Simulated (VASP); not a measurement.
Ti, 2 atoms in the cell. The structure is hexagonal, space group P6_3/mmc (No. 194). Conventional cell: a = 2.900 Å, b = 2.900 Å, c = 4.591 Å, α = 90.00°, β = 90.00°, γ = 120.00°. Within 3.7 Å of Ti (site symmetry -6m2) lie 12 Ti at 2.84 to 2.90 Å. 

```yaml
Program: VASP 6.6.1
Task: single point
Functional: PBEsol
Potentials_or_basis: VASP PAW PBE potentials, release 64 (Ti_sv)
Cutoff: 520 eV
k_mesh: 18 × 18 × 10
Occupations: gaussian, width 0.1 eV
Spin: no spin polarisation
Dipole_correction: no
Further_INCAR_settings: ALGO = Fast; EDIFF = 1e-06; NBANDS = 19
```

Potentials or basis: VASP PAW PBE potentials, release 64 (Ti_sv).

Launch:

```sh
$ cat potpaw_PBE.64/Ti_sv/POTCAR > POTCAR
$ mpirun -np 1 vasp_std > vasp.out
```

Hardware: 1 thread of AMD EPYC 9R45 (Zen 5) (shared host).

Task: How long does it take, and how much memory?

Result: Run time: 3.8 min on 1 thread of AMD EPYC 9R45 (Zen 5) (shared host), peak memory 0.2 GiB. Counts: scf iterations 36, k points 222.
